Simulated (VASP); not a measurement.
# Ba (R-3m) in VASP: a series of runs

Runs on Ba. Level: PBEsol. Tasks: single point.

Everything below comes from runs of VASP 6.6.1. Logs are shortened: lines on timing, memory, paths and dates and some standing lists are left out, and cuts for length are marked.

## Step 1: The cell of the first run

Symmetry: R-3m, No. 166, trigonal system. The conventional cell has a = 3.425 Å, b = 3.425 Å, c = 15.210 Å, α = 90.00°, β = 90.00°, γ = 120.00°. Within 4.5 Å of Ba (site symmetry -3m) lie 6 Ba at 3.42 Å.

## Step 2: Single point, PBEsol (51.50 Å³/atom)

The input, INCAR:

```
  PREC = Accurate
  ENCUT = 520
  EDIFF = 1E-6
  ISMEAR = 0
  SIGMA = 0.15
  LREAL = F
  LASPH = T
  NELM = 80
  ALGO = Fast
  ISIF = 2
  LWAVE = F
  LCHARG = T
  GGA = PS
  LELF = T
  LVHAR = T
  NBANDS = 11
```

The input, KPOINTS:

```
regular mesh
0
Gamma
  14 14 14
```

The input, POSCAR:

```
Ba
1.0
    1.3128205742      3.7344030402      3.7344030402
    3.7344030402      1.3128205742      3.7344030402
    3.7344030402      3.7344030402      1.3128205742
Ba
1
Direct
    0.0000000000      0.0000000000      0.0000000000
```

Potentials or basis: VASP PAW PBE potentials, release 64 (Ba_sv).

Command:

```console
$ cat potpaw_PBE.64/Ba_sv/POTCAR > POTCAR
$ mpirun -np 1 vasp_std > vasp.out
```

OUTCAR:

```text
PREC = Accurate
   ENCUT = 520
   EDIFF = 1E-6
   ISMEAR = 0
   LREAL = F
   LASPH = T
   NELM = 80
   ISIF = 2
   GGA = PS

 ion  position               nearest neighbor table
   1  0.000  0.000  0.000-

  LATTYP: Found a trigonal (rhomboedric) cell.
 ALAT       =     5.4419693121
 COS(alpha) =     0.8019903528

  Lattice vectors:

 A1 = (   1.3128205742,   3.7344030402,   3.7344030402)
 A2 = (   3.7344030402,   1.3128205742,   3.7344030402)
 A3 = (   3.7344030402,   3.7344030402,   1.3128205742)

Analysis of symmetry for initial positions (statically):
=====================================================================
 Subroutine PRICEL returns:
 Original cell was already a primitive cell.

 Routine SETGRP: Setting up the symmetry group for a
 trigonal (rhombohedral) supercell.

 Subroutine GETGRP returns: Found 12 space group operations
 (whereof 12 operations were pure point group operations)
 out of a pool of 12 trial point group operations.

The static configuration has the point symmetry D_3d.

Analysis of symmetry for dynamics (positions and initial velocities):
=====================================================================
 Subroutine PRICEL returns:
 Original cell was already a primitive cell.

 Routine SETGRP: Setting up the symmetry group for a
 trigonal (rhombohedral) supercell.

 Subroutine GETGRP returns: Found 12 space group operations
 (whereof 12 operations were pure point group operations)
 out of a pool of 12 trial point group operations.

The dynamic configuration has the point symmetry D_3d.

 Subroutine INISYM returns: Found 12 space group operations
 (whereof 12 operations are pure point group operations),
 and found     1 'primitive' translations

----------------------------------------------------------------------------------------

                                     Primitive cell

  volume of cell :      51.4960

  direct lattice vectors                    reciprocal lattice vectors
     1.312820574  3.734403040  3.734403040    -0.237344031  0.175609075  0.175609075
     3.734403040  1.312820574  3.734403040     0.175609075 -0.237344031  0.175609075
     3.734403040  3.734403040  1.312820574     0.175609075  0.175609075 -0.237344031

  length of vectors
     5.441969312  5.441969312  5.441969312     0.343524793  0.343524793  0.343524793

  position of ions in fractional coordinates (direct lattice)
     0.000000000  0.000000000  0.000000000

  ion indices of the primitive-cell ions
   primitive index   ion index
                 1           1

----------------------------------------------------------------------------------------

 KPOINTS: regular mesh

Automatic generation of k-mesh.
 Grid dimensions read from file:
 generate k-points for:   14   14   14

 Generating k-lattice:

  Cartesian coordinates                     Fractional coordinates (reciprocal lattice)
    -0.016953145  0.012543505  0.012543505     0.071428571  0.000000000  0.000000000
     0.012543505 -0.016953145  0.012543505     0.000000000  0.071428571  0.000000000
     0.012543505  0.012543505 -0.016953145     0.000000000  0.000000000  0.071428571

  Length of vectors
     0.024537485  0.024537485  0.024537485

  Shift w.r.t. Gamma in fractional coordinates (k-lattice)
     0.000000000  0.000000000  0.000000000

 Subroutine IBZKPT returns following result:
 ===========================================

 Found    288 irreducible k-points:

 Following reciprocal coordinates:
            Coordinates               Weight
  0.000000  0.000000  0.000000      1.000000
  0.071429  0.000000 -0.000000      6.000000
  0.142857  0.000000  0.000000      6.000000
  0.214286  0.000000  0.000000      6.000000
  0.285714 -0.000000 -0.000000      6.000000
  0.357143 -0.000000 -0.000000      6.000000
[... 16 lines left out ...]
  0.214286  0.142857  0.000000     12.000000
  0.285714  0.142857 -0.000000     12.000000
 [... further k-points ...]
   k-points           NKPTS =    288   k-points in BZ     NKDIM =    288   number of bands    NBANDS=     11
   number of dos      NEDOS =    301   number of ions     NIONS =      1
   total plane-waves  NPLWV =  64000
   dimension x,y,z NGX =    40 NGY =   40 NGZ =   40
   dimension x,y,z NGXF=    80 NGYF=   80 NGZF=   80
   ions per type =               1
   NGX,Y,Z   is equivalent  to a cutoff of  12.22, 12.22, 12.22 a.u.
   NGXF,Y,Z  is equivalent  to a cutoff of  24.44, 24.44, 24.44 a.u.
 SYSTEM =  unknown system
   PREC   = accura    normal or accurate (medium, high low for compatibility)
   ISTART =      0    job   : 0-new  1-cont  2-samecut
   ICHARG =      2    charge: 1-file 2-atom 10-const
   ISPIN  =      1    spin polarized calculation?
   LNONCOLLINEAR =      F non collinear calculations
   LSORBIT =      F    spin-orbit coupling
   LASPH  =      T    aspherical Exc in radial PAW
   ENCUT  =  520.0 eV  38.22 Ry    6.18 a.u.  10.12 10.12 10.12*2*pi/ulx,y,z
   NELM   =     80;   NELMIN=  2; NELMDL= -5     # of ELM steps
   EDIFF  = 0.1E-05   stopping-criterion for ELM
   LREAL  =      F    real-space projection
   EDIFFG = 0.1E-04   stopping-criterion for IOM
   NSW    =      0    number of steps for IOM
   IBRION =     -1    ionic relax: 0-MD 1-quasi-New 2-CG
   NFREE  =      0    steps in history (QN), initial steepest desc. (CG)
   ISIF   =      2    stress and relaxation
   ISYM   =      2    0-nonsym 1-usesym 2-fastsym
   POTIM  = 0.5000    time-step for ionic-motion
   TEBEG  =    0.0;   TEEND  =   0.0 temperature during run
   PSTRESS=    0.0 pullay stress
   NELECT =      10.0000    total number of electrons
   NUPDOWN=      -1.0000    fix difference up-down
   EMIN   =  10.00;   EMAX   =-10.00  energy-range for DOS
   EFERMI =   0.00;   METHOD = LEGACY
   ISMEAR =     0;   SIGMA  =   0.15  broadening in eV -4-tet -1-fermi 0-gaus
   EFERMI_NEDOS =   21; number of points for ismear=-14 and -15
   IALGO  =     68    algorithm
   IMIX   =      4    mixing-type and parameters
     AMIX     =   0.40;   BMIX     =  1.00
     AMIX_MAG =   1.60;   BMIX_MAG =  1.00
  volume/ion in A,a.u.               =      51.50       347.51
  Fermi-wavevector in a.u.,A,eV,Ry     =   0.948019  1.791496 12.228098  0.898740
  Thomas-Fermi vector in A             =   2.076168
   LORBIT       =      0    0 simple, 1 ext, 2 COOP (PROOUT), +10 PAW based schemes
   GGA     = PS    functional components
   LHFCALC =     F    Hartree Fock is set to
   AEXX    =    0.0000 exact exchange contribution
   IVDW    =     0    specifies the selected vdW correction
   LEPSILON=     F    determine dielectric tensor
   LRPA    =     F    only Hartree local field effects (RPA)
 non-spin polarized calculation
 RMM-DIIS sequential band-by-band and
 Gauss-broadening in eV      SIGMA  =   0.15
  energy-cutoff  :      520.00
  volume of cell :       51.50
 maximum number of plane-waves:      1408
   NGX = 21   NGY = 21   NGZ = 21

 number of electron      10.0000000 magnetization

 number of electron       9.9999999 magnetization

 Free energy of the ion-electron system (eV)
  ---------------------------------------------------
  ext. energy  EPLUGINS =         0.00000000
  ---------------------------------------------------
  free energy    TOTEN  =        -1.15282809 eV

  energy without entropy =       -1.11756290  energy(sigma->0) =       -1.13519550

 E-fermi :   1.9120     XC(G=0):  -7.9573

 val. band max:        1.9095754030   @ k =  -0.3571   0.4286   0.2857
 cond. band min:       1.9199974108   @ k =  -0.3571   0.3571   0.3571
 fundamental gap:      0.0104220078
 Fermi energy:         1.9119895196

 k-point     1 :       0.0000    0.0000    0.0000
  band No.  band energies     occupation
      1     -26.9514      2.00000
      2     -12.0619      2.00000
      3     -10.5162      2.00000
      4     -10.5162      2.00000
      5      -0.1230      2.00000
      6       1.6624      1.98138
      7       4.5412      0.00000
      8       4.5412      0.00000
      9       6.9852      0.00000
     10       8.3650      0.00000
     11       8.3650      0.00000

 k-point     2 :       0.0714    0.0000   -0.0000
  band No.  band energies     occupation
      1     -26.9264      2.00000
      2     -12.0363      2.00000
      3     -10.7022      2.00000
      4     -10.5547      2.00000
      5       0.0401      2.00000
      6       1.8516      1.43111
      7       4.2706      0.00000
      8       4.7409      0.00000
      9       6.2789      0.00000
     10       8.2365      0.00000
     11       8.9872      0.00000

 k-point     3 :       0.1429    0.0000    0.0000
  band No.  band energies     occupation
      1     -26.8550      2.00000
      2     -11.9634      2.00000
      3     -11.1899      2.00000
      4     -10.6600      2.00000
      5       0.4431      2.00000
      6       2.2920      0.00034
      7       3.8474      0.00000
      8       5.1969      0.00000
      9       5.3271      0.00000
     10       7.9120      0.00000
     11       9.6793      0.00000

 k-point     4 :       0.2143    0.0000    0.0000
  band No.  band energies     occupation
      1     -26.7489      2.00000
      2     -11.8555      2.00000
      3     -11.8273      2.00000
      4     -10.8062      2.00000
      5       0.9319      2.00000
      6       2.3071      0.00020
      7       4.0946      0.00000
      8       4.3422      0.00000
      9       6.2649      0.00000
     10       7.5108      0.00000
     11       9.7203      0.00000
[... 239 lines left out ...]
 k-point    22 :       0.1429    0.1429    0.0000
  band No.  band energies     occupation
      1     -26.8549      2.00000
      2     -11.9687      2.00000
      3     -11.1892      2.00000
      4     -10.6607      2.00000
      5       0.5088      2.00000
      6       2.2810      0.00050
      7       3.8618      0.00000
      8       5.1513      0.00000
      9       5.3227      0.00000
     10       8.0137      0.00000
     11       9.4367      0.00000

 k-point    23 :       0.2143    0.1429    0.0000
  band No.  band energies     occupation
      1     -26.7891      2.00000
      2     -11.9035      2.00000
      3     -11.5687      2.00000
      4     -10.7850      2.00000
      5       0.8753      2.00000
      6       2.5880      0.00000
      7       3.5927      0.00000
      8       4.5405      0.00000
      9       6.0474      0.00000
     10       7.5407      0.00000
     11       9.7112      0.00000

 k-point    24 :       0.2857    0.1429   -0.0000
  band No.  band energies     occupation
      1     -26.6917      2.00000
      2     -12.0476      2.00000
      3     -11.8044      2.00000
      4     -11.0028      2.00000
      5       1.3748      2.00000
      6       3.0074      0.00000
      7       3.2786      0.00000
      8       4.0053      0.00000
      9       6.7413      0.00000
     10       7.2763      0.00000
     11       9.9301      0.00000

 [... further k-points ...]
[... 5 lines left out ...]
  --------------------------------------------------------------------------------------
  -------------------------------------------------------------------------------------
  Total        1.3111415      1.3111415      1.3111415     -1.3987931     -1.3987931     -1.3987931
  in kB       40.7930955     40.7930955     40.7930955    -43.5201700    -43.5201700    -43.5201700
  external PRESSURE =      40.7930955 kB  Pullay stress =       0.0000000 kB

 VOLUME and BASIS-vectors are now :
 -----------------------------------------------------------------------------
  energy-cutoff  :      520.00
  volume of cell :       51.50
      direct lattice vectors                 reciprocal lattice vectors
     1.312820574  3.734403040  3.734403040    -0.237344031  0.175609075  0.175609075
     3.734403040  1.312820574  3.734403040     0.175609075 -0.237344031  0.175609075
     3.734403040  3.734403040  1.312820574     0.175609075  0.175609075 -0.237344031

 POSITION                                       TOTAL-FORCE (eV/Angst)
 -----------------------------------------------------------------------------------
      0.00000      0.00000      0.00000         0.000000     -0.000000      0.000000
 -----------------------------------------------------------------------------------
    total drift:                               -0.000000     -0.000000     -0.000000

  FREE ENERGIE OF THE ION-ELECTRON SYSTEM (eV)
  ---------------------------------------------------
  free  energy   TOTEN  =        -1.1528280860 eV

  energy  without entropy=       -1.1175629048  energy(sigma->0) =       -1.13519550
```

Run time: 4.9 min. Hardware: 1 thread of Intel Xeon Platinum 8488C (Sapphire Rapids), shared host; peak memory 0.36 GiB.

What came out:

| Property | Result |
| --- | --- |
| Free energy | -1.1528 eV |
| Pressure | 4.1 GPa |
| Band gap on the k mesh | zero (bands 5 and 6 overlap by 1.36 eV) |

Stress tensor (GPa, compression positive):
```
 4.08 -4.35 -4.35
-4.35  4.08 -4.35
-4.35 -4.35  4.08
```

Levels at points of the mesh, in eV from the Fermi level:
| k point | band 2 | band 3 | band 4 | band 5 | band 6 | band 7 | band 8 | band 9 |
| --- | --- | --- | --- | --- | --- | --- | --- | --- |
| (0.00, 0.00, 0.00) | -13.97 | -12.43 | -12.43 | -2.03 | -0.25 | 2.63 | 2.63 | 5.07 |
| (0.50, 0.00, 0.00) | -15.39 | -13.41 | -13.13 | -1.18 | -0.13 | 2.71 | 3.39 | 4.66 |
| (0.50, 0.50, 0.00) | -15.39 | -13.43 | -13.13 | -1.18 | -0.58 | 3.88 | 3.95 | 5.08 |
| (0.50, 0.50, 0.50) | -14.06 | -12.43 | -12.43 | -1.01 | 0.36 | 2.61 | 2.61 | 2.62 |

Caveat: the cell stands under pressure; the PAW data sets were made with another functional, which shifts forces and pressure a little; spin-orbit coupling is left out, which moves the levels of the heavy elements.

(Continued in part 2 of 2.)
